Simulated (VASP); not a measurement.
Input of a VASP 6.6.1 run:

The input INCAR:

```
PREC = Accurate
ENCUT = 520
EDIFF = 1E-6
ISMEAR = 0
SIGMA = 0.1
LREAL = False
LASPH = True
NELM = 80
ALGO = Normal
ISIF = 2
LWAVE = False
LCHARG = False
GGA = PE
NBANDS = 48
```

Contents of KPOINTS:

```
regular mesh
0
Gamma
  4 4 4
```

Contents of POSCAR:

```
Sr7N
1.0
    0.0000000000      4.7013718700      4.7013718700
    4.7013718700      0.0000000000      4.7013718700
    4.7013718700      4.7013718700      0.0000000000
Sr N
7 1
Direct
    0.5000000000      0.0000000000      0.0000000000
    0.0000000000      0.5000000000      0.5000000000
    0.0000000000      0.5000000000      0.0000000000
    0.5000000000      0.0000000000      0.5000000000
    0.0000000000      0.0000000000      0.5000000000
    0.5000000000      0.5000000000      0.0000000000
    0.5000000000      0.5000000000      0.5000000000
    0.0000000000      0.0000000000      0.0000000000
```

Potentials or basis: VASP PAW PBE potentials, release 64 (Sr_sv, N).

Run with:

```console
$ cat potpaw_PBE.64/Sr_sv/POTCAR potpaw_PBE.64/N/POTCAR > POTCAR
$ mpirun -np 1 vasp_std > vasp.out
```

(1) Estimate the pressure.

(2) Predict the band gap on the k mesh.

Results:

(1) 15.1 GPa.

(2) zero (an odd number of electrons rules out a gap without spin polarisation).

Caveat: the cell stands under pressure.
